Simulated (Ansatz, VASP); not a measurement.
## ZnS: VASP beside Ansatz

The input INCAR:

```
ALGO = Normal
EDIFF = 1E-8
ENCUT = 520
GGA = PS
ISIF = 2
ISMEAR = -1
LASPH = T
LCHARG = F
LEFG = T
LREAL = F
LWAVE = F
NBANDS = 16
NELM = 100
PREC = Accurate
SIGMA = 0.01
```

File KPOINTS:

```
k-points
0
Gamma
  9 9 9
```

Contents of POSCAR:

```
ZnS
1.0
    0.0000000000      2.6505570000      2.7046500000
    2.6505570000      0.0000000000      2.7046500000
    2.6505570000      2.6505570000      0.0000000000
Zn S
1 1
Direct
    0.0000000000      0.0000000000      0.0000000000
    0.7500000000      0.7500000000      0.7500000000
```

Input for Ansatz:

```yaml
crystal:
  lattice:
    - [0.0, 2.650557, 2.70465]
    - [2.650557, 0.0, 2.70465]
    - [2.650557, 2.650557, 0.0]
  atoms:
    - { symbol: Zn, position: [0.0, 0.0, 0.0] }
    - { symbol: S, position: [0.75, 0.75, 0.75] }
kpoints:
  mp_grid: { grid: [9, 9, 9] }
scf:
  occupations: { method: fermi_dirac, width: 0.01 }
hamiltonian:
  xc: pbesol
  pseudopotentials: { kind: all_electron, datasets: crystal }
output:
  forces: true
  stress: true
  eigenvalues: true
  efg: { contact_densities: true }
```

Change from the starting cell: equal xx and yy strain of -2 %, crystal datasets.

Alike in both runs: task electric field gradients; functional PBEsol; k mesh 9 × 9 × 9; occupations fermi-dirac, width 0.01 eV; no spin polarisation.

|  | VASP | Ansatz |
| --- | --- | --- |
| version | VASP 6.6.1 | Ansatz 0.2.0 |
| potentials or method | VASP PAW PBE potentials, release 64 (Zn, S), cutoff 520 eV | all-electron PAW with datasets made for the crystal, scalar-relativistic |

|  | VASP | Ansatz | Ansatz less VASP |
| --- | --- | --- | --- |
| gap on the k mesh at the Fermi level (eV) | 2.11 | 2.11 | -0.005 |
| pressure (GPa) | 1.1 | 0.9 | -0.21 |
| traceless stress, the component that is largest in VASP (GPa) | -0.58 | -0.59 | -0.005 |
| size of Vzz on the site where it differs most (V/Å²) | 3.7 | 3.8 | +0.14 |

VASP's potentials were made for PBE, not for PBEsol. Ansatz ran all-electron here, and VASP with PAW potentials.
